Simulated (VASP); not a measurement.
The system is Hf4Ta.

```
Hf Ta
1.0
     4.44313    0.00000    0.00000
    -2.22156    3.84786    0.00000
     0.00000    0.00000    6.08029
Hf Ta
4 1
Direct
  0.33333 0.66667 0.74005
  0.66667 0.33333 0.74005
  0.66667 0.33333 0.25995
  0.33333 0.66667 0.25995
  0.00000 0.00000 0.50000
```

The cell was generated, and may not be a known phase.

| Quantity | Value |
| --- | --- |
| Program | VASP 6.6.1 |
| Task | relaxation of cell and atoms |
| Functional | PBE |
| Potentials or basis | VASP PAW PBE potentials, release 64 (Hf_pv, Ta_pv) |
| Cutoff | 600 eV |
| k mesh | 6 × 6 × 4 |
| Occupations | gaussian, width 0.1 eV |
| Spin | no spin polarisation |

At the start: pressure 20.5 GPa; volume 20.79 Å³/atom.

**Question.** How do energy, volume and symmetry change on relaxing?

**Answer.** Over 9 steps the energy falls by 315.6 meV/atom and the volume is 23.94 Å³/atom (+15.1 %); space group P6/mmm (No. 191, to 0.1 Å) before and after.

Step by step:
```csv
step,energy change (eV),largest force (eV/Å),pressure (GPa),volume (Å³)
1,0.0000,0.4812,20.53,103.95
2,-0.0458,0.8614,-13.59,148.30
3,-1.4220,0.4038,-2.34,123.57
4,-1.4235,0.3853,-1.91,123.01
5,-1.5698,0.0772,-0.29,120.07
6,-1.5775,0.0653,0.29,119.24
7,-1.5775,0.0502,0.23,119.31
8,-1.5781,0.0105,-0.27,119.85
9,-1.5782,0.0222,-0.13,119.69
```

Final structure:
```cif
data_structure
_symmetry_space_group_name_H-M 'P 1'
_symmetry_Int_Tables_number 1
_cell_length_a 4.8758
_cell_length_b 4.8758
_cell_length_c 5.8135
_cell_angle_alpha 90.000
_cell_angle_beta 90.000
_cell_angle_gamma 120.000
_cell_volume 119.69
loop_
_atom_site_label
_atom_site_type_symbol
_atom_site_fract_x
_atom_site_fract_y
_atom_site_fract_z
_atom_site_occupancy
Hf1 Hf 0.33333 0.66667 0.73886 1
Hf2 Hf 0.66667 0.33333 0.73886 1
Hf3 Hf 0.66667 0.33333 0.26114 1
Hf4 Hf 0.33333 0.66667 0.26114 1
Ta1 Ta 0.00000 0.00000 0.50000 1
```

Caveat: the volume moved by over 15 % at a fixed basis, so the end points are rough.
